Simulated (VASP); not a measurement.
# BiAs (zincblende type) in VASP: notebook

Runs on BiAs (zincblende type). Level: PBE. Tasks: single point.

Everything below comes from runs of VASP 6.6.1. Logs are shortened: lines on timing, memory, paths and dates and some standing lists are left out, and cuts for length are marked.

## Step 1: The cell of the first run

It takes space group F-43m (No. 216, cubic). Conventional cell: a = 6.706 Å, b = 6.706 Å, c = 6.706 Å, α = 90.00°, β = 90.00°, γ = 90.00°. Within 3.8 Å of Bi (site symmetry -43m) lie 4 As at 2.90 Å. As (site symmetry -43m) has 4 Bi at 2.90 Å within 3.8 Å.

## Step 2: Single point, PBE

The input, INCAR:

```
PREC = Accurate
ENCUT = 520
EDIFF = 1E-7
ISMEAR = -1
SIGMA = 0.03
LREAL = False
LASPH = True
NELM = 80
ALGO = Normal
ISIF = 2
LWAVE = False
LCHARG = False
GGA = PE
NBANDS = 17
```

The input, KPOINTS:

```
Automatic mesh
0
Gamma
  10 10 10
```

The input, POSCAR:

```
BiAs
1.0
    0.0000000000      3.3528526672      3.3528526672
    3.3528526672      0.0000000000      3.3528526672
    3.3528526672      3.3528526672      0.0000000000
Bi As
1 1
Direct
    0.0000000000      0.0000000000      0.0000000000
    0.2500000000      0.2500000000      0.2500000000
```

Potentials or basis: VASP PAW PBE potentials, release 64 (Bi_d, As).

Started as:

```
$ cat potpaw_PBE.64/Bi_d/POTCAR potpaw_PBE.64/As/POTCAR > POTCAR
$ mpirun -np 1 vasp_std > vasp.out
```

OUTCAR:

```text
PREC = Accurate
   ENCUT = 520
   EDIFF = 1E-7
   ISMEAR = -1
   LREAL = False
   LASPH = True
   NELM = 80
   ISIF = 2
   GGA = PE

 ion  position               nearest neighbor table
   1  0.000  0.000  0.000-   2 2.90   2 2.90   2 2.90   2 2.90
   2  0.250  0.250  0.250-   1 2.90   1 2.90   1 2.90   1 2.90

  LATTYP: Found a face centered cubic cell.
 ALAT       =     6.7057053344

  Lattice vectors:

 A1 = (   0.0000000000,   3.3528526672,   3.3528526672)
 A2 = (   3.3528526672,   0.0000000000,   3.3528526672)
 A3 = (   3.3528526672,   3.3528526672,   0.0000000000)

Analysis of symmetry for initial positions (statically):
=====================================================================
 Subroutine PRICEL returns:
 Original cell was already a primitive cell.

 Routine SETGRP: Setting up the symmetry group for a
 face centered cubic supercell.

 Subroutine GETGRP returns: Found 24 space group operations
 (whereof 24 operations were pure point group operations)
 out of a pool of 48 trial point group operations.

The static configuration has the point symmetry T_d .

Analysis of symmetry for dynamics (positions and initial velocities):
=====================================================================
 Subroutine PRICEL returns:
 Original cell was already a primitive cell.

 Routine SETGRP: Setting up the symmetry group for a
 face centered cubic supercell.

 Subroutine GETGRP returns: Found 24 space group operations
 (whereof 24 operations were pure point group operations)
 out of a pool of 48 trial point group operations.

The dynamic configuration has the point symmetry T_d .

 Subroutine INISYM returns: Found 24 space group operations
 (whereof 24 operations are pure point group operations),
 and found     1 'primitive' translations

----------------------------------------------------------------------------------------

                                     Primitive cell

  volume of cell :      75.3830

  direct lattice vectors                    reciprocal lattice vectors
     0.000000000  3.352852667  3.352852667    -0.149126744  0.149126744  0.149126744
     3.352852667  0.000000000  3.352852667     0.149126744 -0.149126744  0.149126744
     3.352852667  3.352852667  0.000000000     0.149126744  0.149126744 -0.149126744

  length of vectors
     4.741649715  4.741649715  4.741649715     0.258295097  0.258295097  0.258295097

  position of ions in fractional coordinates (direct lattice)
     0.000000000  0.000000000  0.000000000
     0.250000000  0.250000000  0.250000000

  ion indices of the primitive-cell ions
   primitive index   ion index
                 1           1
                 2           2

----------------------------------------------------------------------------------------

 KPOINTS: Automatic mesh

Automatic generation of k-mesh.
 Grid dimensions read from file:
 generate k-points for:   10   10   10

 Generating k-lattice:

  Cartesian coordinates                     Fractional coordinates (reciprocal lattice)
    -0.014912674  0.014912674  0.014912674     0.100000000  0.000000000  0.000000000
     0.014912674 -0.014912674  0.014912674     0.000000000  0.100000000  0.000000000
     0.014912674  0.014912674 -0.014912674     0.000000000  0.000000000  0.100000000

  Length of vectors
     0.025829510  0.025829510  0.025829510

  Shift w.r.t. Gamma in fractional coordinates (k-lattice)
     0.000000000  0.000000000  0.000000000

 Subroutine IBZKPT returns following result:
 ===========================================

 Found     47 irreducible k-points:

 Following reciprocal coordinates:
            Coordinates               Weight
  0.000000  0.000000  0.000000      1.000000
  0.100000  0.000000  0.000000      8.000000
  0.200000  0.000000  0.000000      8.000000
  0.300000  0.000000  0.000000      8.000000
  0.400000  0.000000  0.000000      8.000000
  0.500000  0.000000  0.000000      4.000000
[... 16 lines left out ...]
  0.300000  0.300000  0.000000      6.000000
  0.400000  0.300000  0.000000     24.000000
 [... further k-points ...]
   k-points           NKPTS =     47   k-points in BZ     NKDIM =     47   number of bands    NBANDS=     17
   number of dos      NEDOS =    301   number of ions     NIONS =      2
   total plane-waves  NPLWV =  46656
   dimension x,y,z NGX =    36 NGY =   36 NGZ =   36
   dimension x,y,z NGXF=    72 NGYF=   72 NGZF=   72
   ions per type =               1   1
   NGX,Y,Z   is equivalent  to a cutoff of  12.62, 12.62, 12.62 a.u.
   NGXF,Y,Z  is equivalent  to a cutoff of  25.24, 25.24, 25.24 a.u.
 SYSTEM =  unknown system
   PREC   = accura    normal or accurate (medium, high low for compatibility)
   ISTART =      0    job   : 0-new  1-cont  2-samecut
   ICHARG =      2    charge: 1-file 2-atom 10-const
   ISPIN  =      1    spin polarized calculation?
   LNONCOLLINEAR =      F non collinear calculations
   LSORBIT =      F    spin-orbit coupling
   LASPH  =      T    aspherical Exc in radial PAW
   ENCUT  =  520.0 eV  38.22 Ry    6.18 a.u.   8.82  8.82  8.82*2*pi/ulx,y,z
   NELM   =     80;   NELMIN=  2; NELMDL= -5     # of ELM steps
   EDIFF  = 0.1E-06   stopping-criterion for ELM
   LREAL  =      F    real-space projection
   EDIFFG = 0.1E-05   stopping-criterion for IOM
   NSW    =      0    number of steps for IOM
   IBRION =     -1    ionic relax: 0-MD 1-quasi-New 2-CG
   NFREE  =      0    steps in history (QN), initial steepest desc. (CG)
   ISIF   =      2    stress and relaxation
   ISYM   =      2    0-nonsym 1-usesym 2-fastsym
   POTIM  = 0.5000    time-step for ionic-motion
   TEBEG  =    0.0;   TEEND  =   0.0 temperature during run
   PSTRESS=    0.0 pullay stress
   NELECT =      20.0000    total number of electrons
   NUPDOWN=      -1.0000    fix difference up-down
   EMIN   =  10.00;   EMAX   =-10.00  energy-range for DOS
   EFERMI =   0.00;   METHOD = LEGACY
   ISMEAR =    -1;   SIGMA  =   0.03  broadening in eV -4-tet -1-fermi 0-gaus
   EFERMI_NEDOS =   21; number of points for ismear=-14 and -15
   IALGO  =     38    algorithm
   IMIX   =      4    mixing-type and parameters
     AMIX     =   0.40;   BMIX     =  1.00
     AMIX_MAG =   1.60;   BMIX_MAG =  1.00
  volume/ion in A,a.u.               =      37.69       254.35
  Fermi-wavevector in a.u.,A,eV,Ry     =   1.051947  1.987891 15.056093  1.106592
  Thomas-Fermi vector in A             =   2.187010
   LORBIT       =      0    0 simple, 1 ext, 2 COOP (PROOUT), +10 PAW based schemes
   GGA     = PE    functional components
   LHFCALC =     F    Hartree Fock is set to
   AEXX    =    0.0000 exact exchange contribution
   IVDW    =     0    specifies the selected vdW correction
   LEPSILON=     F    determine dielectric tensor
   LRPA    =     F    only Hartree local field effects (RPA)
 non-spin polarized calculation
  energy-cutoff  :      520.00
  volume of cell :       75.38
 maximum number of plane-waves:      2085
   NGX = 17   NGY = 17   NGZ = 17

 number of electron      20.0000008 magnetization

 Free energy of the ion-electron system (eV)
  ---------------------------------------------------
  ext. energy  EPLUGINS =         0.00000000
  ---------------------------------------------------
  free energy    TOTEN  =        -8.14433691 eV

  energy without entropy =       -8.14087423  energy(sigma->0) =       -8.14260557

 E-fermi :   3.4203     XC(G=0):  -8.2291

 val. band max:        3.4168878140   @ k =   0.4000   0.3000   0.0000
 cond. band min:       3.4468392261   @ k =  -0.4000   0.5000   0.1000
 fundamental gap:      0.0299514121
 Fermi energy:         3.4202916067

 k-point     1 :       0.0000    0.0000    0.0000
  band No.  band energies     occupation
      1     -19.5295      2.00000
      2     -19.5295      2.00000
      3     -19.5295      2.00000
      4     -19.5123      2.00000
      5     -19.5123      2.00000
      6      -9.4171      2.00000
[... 9 lines left out ...]
     16      10.9583      0.00000
     17      11.8090      0.00000

 k-point     2 :       0.1000    0.0000    0.0000
  band No.  band energies     occupation
      1     -19.5297      2.00000
      2     -19.5291      2.00000
      3     -19.5291      2.00000
      4     -19.5123      2.00000
      5     -19.5123      2.00000
      6      -9.3460      2.00000
[... 9 lines left out ...]
     16      10.5001      0.00000
     17      11.4657      0.00000

 k-point     3 :       0.2000    0.0000    0.0000
  band No.  band energies     occupation
      1     -19.5302      2.00000
      2     -19.5280      2.00000
      3     -19.5280      2.00000
      4     -19.5121      2.00000
      5     -19.5121      2.00000
      6      -9.1403      2.00000
[... 9 lines left out ...]
     16      10.1350      0.00000
     17      11.1423      0.00000

 k-point     4 :       0.3000    0.0000    0.0000
  band No.  band energies     occupation
      1     -19.5308      2.00000
      2     -19.5268      2.00000
      3     -19.5268      2.00000
      4     -19.5118      2.00000
      5     -19.5118      2.00000
      6      -8.8308      2.00000
[... 9 lines left out ...]
     16      10.2145      0.00000
     17      11.5054      0.00000

 k-point     5 :       0.4000    0.0000    0.0000
  band No.  band energies     occupation
      1     -19.5314      2.00000
      2     -19.5260      2.00000
      3     -19.5260      2.00000
      4     -19.5114      2.00000
      5     -19.5114      2.00000
      6      -8.5004      2.00000
[... 9 lines left out ...]
     16      10.7411      0.00000
     17      11.2492      0.00000

 k-point     6 :       0.5000    0.0000    0.0000
  band No.  band energies     occupation
      1     -19.5315      2.00000
      2     -19.5258      2.00000
      3     -19.5258      2.00000
      4     -19.5112      2.00000
      5     -19.5112      2.00000
      6      -8.3385      2.00000
[... 9 lines left out ...]
     16      11.2402      0.00000
     17      11.2402      0.00000

 k-point     7 :       0.1000    0.1000    0.0000
  band No.  band energies     occupation
      1     -19.5303      2.00000
      2     -19.5286      2.00000
      3     -19.5286      2.00000
      4     -19.5125      2.00000
      5     -19.5120      2.00000
      6      -9.3218      2.00000
[... 9 lines left out ...]
     16      11.0596      0.00000
     17      12.0508      0.00000

 k-point     8 :       0.2000    0.1000    0.0000
  band No.  band energies     occupation
      1     -19.5309      2.00000
      2     -19.5277      2.00000
      3     -19.5276      2.00000
      4     -19.5126      2.00000
      5     -19.5117      2.00000
      6      -9.1591      2.00000
[... 9 lines left out ...]
     16      10.8295      0.00000
     17      11.7650      0.00000
[... 203 lines left out ...]
      1     -19.5328      2.00000
      2     -19.5246      2.00000
      3     -19.5238      2.00000
      4     -19.5126      2.00000
      5     -19.5107      2.00000
      6      -8.1524      2.00000
[... 9 lines left out ...]
     16      11.4564      0.00000
     17      11.7735      0.00000

 k-point    20 :      -0.4000    0.2000    0.0000
  band No.  band energies     occupation
      1     -19.5322      2.00000
      2     -19.5249      2.00000
      3     -19.5241      2.00000
      4     -19.5120      2.00000
      5     -19.5112      2.00000
      6      -8.1045      2.00000
[... 9 lines left out ...]
     16      10.8207      0.00000
     17      12.1163      0.00000

 k-point    21 :      -0.3000    0.2000    0.0000
  band No.  band energies     occupation
      1     -19.5316      2.00000
      2     -19.5254      2.00000
      3     -19.5250      2.00000
      4     -19.5119      2.00000
      5     -19.5115      2.00000
      6      -8.3704      2.00000
[... 9 lines left out ...]
     16      10.9410      0.00000
     17      12.1646      0.00000

 k-point    22 :      -0.2000    0.2000    0.0000
  band No.  band energies     occupation
      1     -19.5312      2.00000
      2     -19.5263      2.00000
      3     -19.5259      2.00000
      4     -19.5123      2.00000
      5     -19.5114      2.00000
      6      -8.7113      2.00000
[... 9 lines left out ...]
     16      10.4222      0.00000
     17      12.7475      0.00000

 k-point    23 :       0.3000    0.3000    0.0000
  band No.  band energies     occupation
      1     -19.5348      2.00000
      2     -19.5237      2.00000
      3     -19.5237      2.00000
      4     -19.5139      2.00000
      5     -19.5103      2.00000
      6      -8.5815      2.00000
[... 9 lines left out ...]
     16      11.8448      0.00000
     17      13.9224      0.00000

 k-point    24 :       0.4000    0.3000    0.0000
  band No.  band energies     occupation
      1     -19.5354      2.00000
      2     -19.5228      2.00000
      3     -19.5226      2.00000
      4     -19.5141      2.00000
      5     -19.5100      2.00000
      6      -8.2673      2.00000
[... 9 lines left out ...]
     16      12.0900      0.00000
     17      13.3561      0.00000

 [... further k-points ...]
[... 5 lines left out ...]
  --------------------------------------------------------------------------------------
  -------------------------------------------------------------------------------------
  Total        0.0041792      0.0041792      0.0041792      0.0000000      0.0000000      0.0000000
  in kB        0.0888235      0.0888235      0.0888235      0.0000000      0.0000000      0.0000000
  external PRESSURE =       0.0888235 kB  Pullay stress =       0.0000000 kB

 VOLUME and BASIS-vectors are now :
 -----------------------------------------------------------------------------
  energy-cutoff  :      520.00
  volume of cell :       75.38
      direct lattice vectors                 reciprocal lattice vectors
     0.000000000  3.352852667  3.352852667    -0.149126744  0.149126744  0.149126744
     3.352852667  0.000000000  3.352852667     0.149126744 -0.149126744  0.149126744
     3.352852667  3.352852667  0.000000000     0.149126744  0.149126744 -0.149126744

 POSITION                                       TOTAL-FORCE (eV/Angst)
 -----------------------------------------------------------------------------------
      0.00000      0.00000      0.00000         0.000000     -0.000000     -0.000000
      1.67643      1.67643      1.67643        -0.000000      0.000000      0.000000
 -----------------------------------------------------------------------------------
    total drift:                               -0.000000     -0.000000     -0.000000

  FREE ENERGIE OF THE ION-ELECTRON SYSTEM (eV)
  ---------------------------------------------------
  free  energy   TOTEN  =        -8.1443369126 eV

  energy  without entropy=       -8.1408742336  energy(sigma->0) =       -8.14260557
```

It took 2.3 min on 1 thread of Intel Xeon 8259CL, shared host; peak memory 0.24 GiB.

What came out:

- Free energy: -8.1443 eV
- Pressure: 0.0 GPa
- Band gap on the k mesh: zero (bands 10 and 11 overlap by 0.74 eV)

Caveat: spin-orbit coupling is left out, which moves the levels of the heavy elements.

## Step 3: Single point, PBE

The input, INCAR:

```
PREC = Accurate ; ENCUT = 520
EDIFF = 1E-6 ; ISMEAR = 0
SIGMA = 0.2 ; LREAL = False
LASPH = True ; NELM = 100
ALGO = Normal ; ISIF = 2
LWAVE = False ; LCHARG = True
GGA = PE ; LELF = True
LVHAR = True ; NBANDS = 17
```

KPOINTS is that of step 2.

POSCAR is that of step 2.

Potentials or basis: VASP PAW PBE potentials, release 64 (Bi_d, As).

Started as:

```
$ cat potpaw_PBE.64/Bi_d/POTCAR potpaw_PBE.64/As/POTCAR > POTCAR
$ mpirun -np 1 vasp_std > vasp.out
```

OUTCAR:

```text
PREC = Accurate
   ENCUT = 520
   EDIFF = 1E-6
   ISMEAR = 0
   LREAL = False
   LASPH = True
   NELM = 100
   ISIF = 2
   GGA = PE

 ion  position               nearest neighbor table
   1  0.000  0.000  0.000-   2 2.90   2 2.90   2 2.90   2 2.90
   2  0.250  0.250  0.250-   1 2.90   1 2.90   1 2.90   1 2.90

  LATTYP: Found a face centered cubic cell.
 ALAT       =     6.7057053344

  Lattice vectors:

 A1 = (   0.0000000000,   3.3528526672,   3.3528526672)
 A2 = (   3.3528526672,   0.0000000000,   3.3528526672)
 A3 = (   3.3528526672,   3.3528526672,   0.0000000000)

Analysis of symmetry for initial positions (statically):
=====================================================================
 Subroutine PRICEL returns:
 Original cell was already a primitive cell.

 Routine SETGRP: Setting up the symmetry group for a
 face centered cubic supercell.

 Subroutine GETGRP returns: Found 24 space group operations
 (whereof 24 operations were pure point group operations)
 out of a pool of 48 trial point group operations.

The static configuration has the point symmetry T_d .
[... 154 lines left out ...]
  ---------------------------------------------------
  ext. energy  EPLUGINS =         0.00000000
  ---------------------------------------------------
  free energy    TOTEN  =        -8.15337644 eV

  energy without entropy =       -8.13274905  energy(sigma->0) =       -8.14306275

 E-fermi :   3.4176     XC(G=0):  -8.2290

 val. band max:        3.4170665422   @ k =   0.4000   0.3000   0.0000
 cond. band min:       3.4472419170   @ k =  -0.4000   0.5000   0.1000
 fundamental gap:      0.0301753748
 Fermi energy:         3.4176437240

 k-point     1 :       0.0000    0.0000    0.0000
  band No.  band energies     occupation
      1     -19.5262      2.00000
      2     -19.5262      2.00000
      3     -19.5262      2.00000
      4     -19.5090      2.00000
      5     -19.5090      2.00000
      6      -9.4171      2.00000
[... 457 lines left out ...]
      4     -19.5107      2.00000
      5     -19.5067      2.00000
      6      -8.2671      2.00000
[... 9 lines left out ...]
     16      12.0898      0.00000
     17      13.3564      0.00000

 [... further k-points ...]
[... 5 lines left out ...]
  --------------------------------------------------------------------------------------
  -------------------------------------------------------------------------------------
  Total        0.0087272      0.0087272      0.0087272     -0.0000000      0.0000000     -0.0000000
  in kB        0.1854867      0.1854867      0.1854867     -0.0000000      0.0000000     -0.0000000
  external PRESSURE =       0.1854867 kB  Pullay stress =       0.0000000 kB

 VOLUME and BASIS-vectors are now :
 -----------------------------------------------------------------------------
  energy-cutoff  :      520.00
  volume of cell :       75.38
      direct lattice vectors                 reciprocal lattice vectors
     0.000000000  3.352852667  3.352852667    -0.149126744  0.149126744  0.149126744
     3.352852667  0.000000000  3.352852667     0.149126744 -0.149126744  0.149126744
     3.352852667  3.352852667  0.000000000     0.149126744  0.149126744 -0.149126744

 POSITION                                       TOTAL-FORCE (eV/Angst)
 -----------------------------------------------------------------------------------
      0.00000      0.00000      0.00000        -0.000000      0.000000     -0.000000
      1.67643      1.67643      1.67643         0.000000     -0.000000      0.000000
 -----------------------------------------------------------------------------------
    total drift:                               -0.000000     -0.000000     -0.000000

  FREE ENERGIE OF THE ION-ELECTRON SYSTEM (eV)
  ---------------------------------------------------
  free  energy   TOTEN  =        -8.1533764420 eV

  energy  without entropy=       -8.1327490512  energy(sigma->0) =       -8.14306275
```

stdout:

```text
POSCAR found type information on POSCAR BiAs
 POSCAR found :  2 types and       2 ions
 scaLAPACK will be used
 LDA part: xc-table for (Slater+PW92), standard interpolation
 POSCAR, INCAR and KPOINTS ok, starting setup
 FFT: planning ... GRIDC
 FFT: planning ... GRID_SOFT
 FFT: planning ... GRID
 WAVECAR not read
 entering main loop
```

It took 2.1 min on 1 thread of Intel Xeon 8259CL, shared host; peak memory 0.24 GiB.

Results:

* Free energy: -8.1534 eV
* Pressure: 0.0 GPa
* Band gap on the k mesh: zero (bands 10 and 11 overlap by 0.73 eV)

Caveat: spin-orbit coupling is left out, which moves the levels of the heavy elements.

(Continued in part 2 of 2.)

The gap in the log of VASP goes by the Fermi energy; the results here count the filled bands.